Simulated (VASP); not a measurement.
Set up this calculation in VASP 6.6.1, as the native input.

```yaml
Task: single point
Functional: PBE
Potentials_or_basis: VASP PAW PBE potentials, release 64 (Zn, O)
Cutoff: 520 eV
k_mesh: 6 × 6 × 4
Occupations: gaussian, width 0.1 eV
Spin: collinear spin, ferromagnetic start
Starting_moments: "[0.0, 0.0, 0.0, 0.0, 0.0, 1.0] μB"
Dipole_correction: no
Further_INCAR_settings: ALGO = Normal; EDIFF = 1e-06; NBANDS = 46
```

The structure of Zn5O lies in POSCAR:

```
Zn5O
1.0
    4.9224642100      0.0000000000      0.0000000000
   -2.4612321000      4.2629790500      0.0000000000
    0.0000000000      0.0000000000      4.1359137800
Zn O
5 1
Direct
    0.0000000000      0.5000000000      0.5000000000
    0.3333333300      0.6666666700      0.0000000000
    0.6666666700      0.3333333300      0.0000000000
    0.5000000000      0.0000000000      0.5000000000
    0.5000000000      0.5000000000      0.5000000000
    0.0000000000      0.0000000000      0.0000000000
```

The input as run:

INCAR

```
SYSTEM = Zn5O
PREC = Accurate
ENCUT = 520
EDIFF = 1E-6
ISMEAR = 0
SIGMA = 0.1
LREAL = .False.
LASPH = .True.
NELM = 150
ALGO = Normal
ISIF = 2
LWAVE = .False.
LCHARG = .True.
ISPIN = 2
MAGMOM = 0 0 0 0 0 1
LORBIT = 11
GGA = PE
LELF = .True.
LVHAR = .True.
NBANDS = 46
```

KPOINTS

```
regular mesh
0
Gamma
  6 6 4
  0 0 0
```

Potentials or basis: VASP PAW PBE potentials, release 64 (Zn, O).

Command:

```bash
$ cat potpaw_PBE.64/Zn/POTCAR potpaw_PBE.64/O/POTCAR > POTCAR
$ mpirun -np 1 vasp_std > vasp.out
```

It gave:

| Item | Value |
| --- | --- |
| Pressure | 8.5 GPa |
| Band gap on the k mesh | zero (filled and empty bands overlap) |
| Net moment | 0.00 μB per cell |
| Valence electrons inside the program's atomic spheres | Zn 10.90, 10.82; O 4.74 |

Caveat: the k points lie up to 0.38 Å⁻¹ apart.

It took 3.5 min on 1 thread of Intel(R) Xeon(R) Platinum 8488C (Sapphire Rapids) (shared host), peak memory 0.31 GiB.
